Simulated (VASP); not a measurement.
# Al (Fm-3m) in VASP: further runs, part 2 of 2

VASP 6.6.1. Earlier steps stand in the parts before.

### Step 3. Single point, PBE

This run uses another cell than the first one: it holds 2 atoms, not 4.

INCAR reads:

```
SYSTEM = Al
PREC = Accurate
ENCUT = 520
EDIFF = 1E-6
ISMEAR = 0
SIGMA = 0.15
LREAL = .FALSE.
LASPH = .TRUE.
NELM = 80
ALGO = Fast
ISIF = 2
LWAVE = .FALSE.
LCHARG = .FALSE.
GGA = PE
NBANDS = 10
```

KPOINTS reads:

```
Automatic mesh
0
G
  12 12 8
  0 0 0
```

POSCAR reads:

```
Al
1.0
    0.0000000000     -2.0203111185     -2.0203111185
    0.0000000000      2.0203111185     -2.0203111185
    4.0406222370      0.0000000000      0.0000000000
Al
2
Direct
    0.5000000000      0.5000000000      0.5000000000
    0.0000000000      0.0000000000      0.0000000000
```

Potentials or basis: VASP PAW PBE potentials, release 64 (Al).

Launch:

```console
cat potpaw_PBE.64/Al/POTCAR > POTCAR
mpirun -np 1 vasp_std > vasp.out
```

OUTCAR:

```text
SYSTEM = Al
   PREC = Accurate
   ENCUT = 520
   EDIFF = 1E-6
   ISMEAR = 0
   LREAL = .FALSE.
   LASPH = .TRUE.
   NELM = 80
   ISIF = 2
   GGA = PE

 ion  position               nearest neighbor table
   1  0.500  0.500  0.500-   2 2.86   2 2.86   2 2.86   2 2.86   2 2.86   2 2.86   2 2.86   2 2.86

   2  0.000  0.000  0.000-   1 2.86   1 2.86   1 2.86   1 2.86   1 2.86   1 2.86   1 2.86   1 2.86

  LATTYP: Found a simple tetragonal cell.
 ALAT       =     2.8571513840
 C/A-ratio  =     1.4142135624

  Lattice vectors:

 A1 = (   0.0000000000,  -2.0203111185,  -2.0203111185)
 A2 = (   0.0000000000,   2.0203111185,  -2.0203111185)
 A3 = (   4.0406222370,   0.0000000000,   0.0000000000)

Analysis of symmetry for initial positions (statically):
=====================================================================
 Subroutine PRICEL returns following result:

  LATTYP: Found a face centered cubic cell.
 ALAT       =     4.0406222370

  Lattice vectors:

 A1 = (  -2.0203111185,   0.0000000000,   2.0203111185)
 A2 = (  -2.0203111185,  -2.0203111185,   0.0000000000)
 A3 = (  -0.0000000000,  -2.0203111185,   2.0203111185)

   2 primitive cells build up your supercell.

[... 182 lines left out ...]
 cond. band min:       8.0170434965   @ k =   0.2500   0.0833   0.3750
 fundamental gap:      0.0218308632
 Fermi energy:         7.9988184989

 k-point     1 :       0.0000    0.0000    0.0000
  band No.  band energies     occupation
      1      -3.1326      2.00000
      2       5.0804      2.00000
      3       6.4039      2.00000
      4      13.2626      0.00000
      5      13.6017      0.00000
      6      13.6017      0.00000
      7      17.0786      0.00000
      8      20.6263      0.00000
      9      20.6270      0.00000
     10      20.6270      0.00000
[... 287 lines left out ...]
 k-point    24 :       0.4167    0.3333    0.0000
  band No.  band energies     occupation
      1       1.9323      2.00000
      2       4.7438      2.00000
      3       7.9061      1.61800
      4       9.8238      0.00000
      5      10.6469      0.00000
      6      11.3499      0.00000
      7      12.6088      0.00000
      8      13.6596      0.00000
      9      15.4115      0.00000
     10      18.1116      0.00000

 [... further k-points ...]
[... 5 lines left out ...]
  --------------------------------------------------------------------------------------
  -------------------------------------------------------------------------------------
  Total       -0.3627556      0.2320860      0.2320860     -0.0000000      0.0000000     -0.0000000
  in kB      -17.6201651     11.2731389     11.2731389     -0.0000000      0.0000000     -0.0000000
  external PRESSURE =       1.6420375 kB  Pullay stress =       0.0000000 kB

 VOLUME and BASIS-vectors are now :
 -----------------------------------------------------------------------------
  energy-cutoff  :      520.00
  volume of cell :       32.98
      direct lattice vectors                 reciprocal lattice vectors
     0.000000000 -2.020311119 -2.020311119     0.000000000 -0.247486635 -0.247486635
     0.000000000  2.020311119 -2.020311119     0.000000000  0.247486635 -0.247486635
     4.040622237  0.000000000  0.000000000     0.247486635  0.000000000  0.000000000

 POSITION                                       TOTAL-FORCE (eV/Angst)
 -----------------------------------------------------------------------------------
      2.02031      0.00000     -2.02031        -0.000000     -0.000000      0.000000
      0.00000      0.00000      0.00000         0.000000      0.000000     -0.000000
 -----------------------------------------------------------------------------------
    total drift:                               -0.000000      0.000000     -0.000000

  FREE ENERGIE OF THE ION-ELECTRON SYSTEM (eV)
  ---------------------------------------------------
  free  energy   TOTEN  =        -7.4914383004 eV

  energy  without entropy=       -7.4776896798  energy(sigma->0) =       -7.48456399
```

OSZICAR:

```text
N       E                     dE             d eps       ncg     rms          rms(c)
DAV:   1    -0.375429470605E+00   -0.37543E+00   -0.21680E+03  2816   0.438E+02
DAV:   2    -0.736049978796E+01   -0.69851E+01   -0.67636E+01  3602   0.549E+01
DAV:   3    -0.753530560047E+01   -0.17481E+00   -0.17276E+00  3686   0.661E+00
DAV:   4    -0.753614230603E+01   -0.83671E-03   -0.83660E-03  3264   0.502E-01
DAV:   5    -0.753614941110E+01   -0.71051E-05   -0.71047E-05  3346   0.470E-02    0.184E+00
RMM:   6    -0.751029148001E+01    0.25858E-01   -0.25064E-03  2841   0.303E-01    0.108E+00
RMM:   7    -0.749145179078E+01    0.18840E-01   -0.76620E-03  2927   0.509E-01    0.158E-01
RMM:   8    -0.749143777748E+01    0.14013E-04   -0.28483E-04  3056   0.118E-01    0.213E-02
RMM:   9    -0.749144049356E+01   -0.27161E-05   -0.45808E-05  3133   0.465E-02    0.162E-02
RMM:  10    -0.749144003747E+01    0.45609E-06   -0.10204E-05  3215   0.222E-02    0.312E-02
RMM:  11    -0.749143848456E+01    0.15529E-05   -0.18437E-06  2944   0.842E-03    0.811E-03
RMM:  12    -0.749143830042E+01    0.18414E-06   -0.52113E-07  2206   0.527E-03
   1 F= -.74914383E+01 E0= -.74845640E+01  d E =-.137486E-01
```

Wall time 85 s (1 thread of AMD EPYC 7R13, shared host); peak memory 0.13 GiB.

The run converged, but its numbers aren't listed here, since they failed a check.

### Step 4. Single point, PBE

This run uses another cell than the first one: it holds 8 atoms, not 4.

INCAR reads:

```
ALGO = Fast
EDIFF = 1E-6
ENCUT = 520
GGA = PE
ISIF = 2
ISMEAR = 0
LASPH = T
LCHARG = T
LELF = T
LREAL = F
LVHAR = T
LWAVE = F
NBANDS = 22
NELM = 60
PREC = Accurate
SIGMA = 0.15
```

KPOINTS reads:

```
k-points
0
Gamma
  8 8 8
```

POSCAR reads:

```
Al
1.0
    0.0000000000      4.0406222370     -4.0406222370
    4.0406222370      4.0406222370      0.0000000000
    4.0406222370      0.0000000000     -4.0406222370
Al
8
Direct
    0.5000000000      0.0000000000      0.5000000000
    0.5000000000      0.5000000000      0.5000000000
    0.0000000000      0.0000000000      0.5000000000
    0.0000000000      0.5000000000      0.5000000000
    0.5000000000      0.0000000000      0.0000000000
    0.5000000000      0.5000000000      0.0000000000
    0.0000000000      0.0000000000      0.0000000000
    0.0000000000      0.5000000000      0.0000000000
```

Launch:

```console
cat potpaw_PBE.64/Al/POTCAR > POTCAR
mpirun -np 1 vasp_std > vasp.out
```

It took 68 s on 1 thread of AMD EPYC 7R43 (Zen 3), shared host; peak memory 0.23 GiB.

It converged, with:

* Free energy: -30.0242 eV
* Pressure: -0.1 GPa
* Band gap on the k mesh: zero (band 12 reaches 8.91 eV, above the bottom of band 13 at 6.40 eV)

Levels at points of the mesh, in eV from the Fermi level:
```tsv
k point	band 9	band 10	band 11	band 12	band 13	band 14	band 15	band 16
(0.00, 0.00, 0.00)	-4.42	-2.96	-2.96	-2.96	-1.64	-1.64	-1.64	5.22
(0.50, 0.00, 0.00)	-0.79	-0.79	-0.79	-0.79	-0.79	-0.79	3.40	3.40
(0.50, 0.50, 0.00)	-0.89	-0.89	0.13	0.13	1.07	1.07	1.20	1.20
```
